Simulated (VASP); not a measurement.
Write the native input for VASP 6.6.1 that does the following.

- Task: single point
- Functional: PBE0
- Potentials or basis: VASP PAW PBE potentials, release 64 (Si)
- Cutoff: 520 eV
- k mesh: 6 × 6 × 6
- Occupations: fermi-dirac, width 0.05 eV
- Spin: no spin polarisation
- Dipole correction: no
- Grid for exact exchange (PRECFOCK): Normal
- Further INCAR settings: ALGO = Normal; EDIFF = 1e-06; NBANDS = 11
- Share of exact exchange: 0.25

Si:

```xyz
2
Lattice="-2.3230 2.3230 1.3021 2.3230 -2.3230 1.3021 2.3230 2.3230 -1.3021" Properties=species:S:1:pos:R:3 pbc="T T T"
Si    0.0000    0.0000    1.3021
Si    2.3230    0.0000    0.6511
```

These files were run (other wordings do the same):

POSCAR

```
Si
1.0
   -2.3229633681      2.3229633681      1.3021299107
    2.3229633681     -2.3229633681      1.3021299107
    2.3229633681      2.3229633681     -1.3021299107
Si
2
Direct
    0.5000000000      0.5000000000      0.0000000000
    0.2500000000      0.7500000000      0.5000000000
```

INCAR.step1

```
PREC     = Accurate       # precision mode
ENCUT    = 520            # plane-wave cutoff, eV
EDIFF    = 1E-5           # SCF threshold, eV
ISMEAR   = -1             # smearing method
SIGMA    = 0.05           # smearing width, eV
LREAL    = F              # projectors in reciprocal space
LASPH    = T              # aspherical terms in the spheres
NELM     = 80             # most SCF steps
ALGO     = Normal         # electronic algorithm
ISIF     = 2              # what is computed and relaxed
LWAVE    = T              # write WAVECAR
LCHARG   = F              # write CHGCAR
NBANDS   = 11             # bands
GGA      = PE             # functional
```

INCAR.step2

```
PREC     = Accurate       # precision mode
ENCUT    = 520            # plane-wave cutoff, eV
EDIFF    = 1E-6           # SCF threshold, eV
ISMEAR   = -1             # smearing method
SIGMA    = 0.05           # smearing width, eV
LREAL    = F              # projectors in reciprocal space
LASPH    = T              # aspherical terms in the spheres
NELM     = 80             # most SCF steps
ALGO     = Normal         # electronic algorithm
ISIF     = 2              # what is computed and relaxed
LWAVE    = F              # write WAVECAR
LCHARG   = F              # write CHGCAR
GGA      = PE             # functional
LHFCALC  = T              # exact exchange
AEXX     = 0.25           # exact-exchange fraction
PRECFOCK = Normal       
NBANDS   = 11             # bands
ISTART   = 1
```

KPOINTS

```
Automatic mesh
0
Gamma
  6 6 6
```

Potentials or basis: VASP PAW PBE potentials, release 64 (Si).

The run is started by

```bash
$ cat potpaw_PBE.64/Si/POTCAR > POTCAR
$ cp INCAR.step1 INCAR
$ mpirun -np 1 vasp_std > vasp.out
$ cp INCAR.step2 INCAR
$ mpirun -np 1 vasp_std > vasp.out
```

It gave:

```
Pressure               : 9.2 GPa
Band gap on the k mesh : zero (bands 4 and 5 overlap by 9.16 eV)
```

Caveat: the k points lie up to 0.46 Å⁻¹ apart, too coarse for converged energies and pressures of a metal; the PAW data sets were made with another functional, which shifts forces and pressure a little.

Wall time 16 min on 1 thread of Intel(R) Xeon(R) Platinum 8259CL CPU @ 2.50GHz (Skylake/Cascade Lake), on a shared host, peak memory 0.16 GiB.
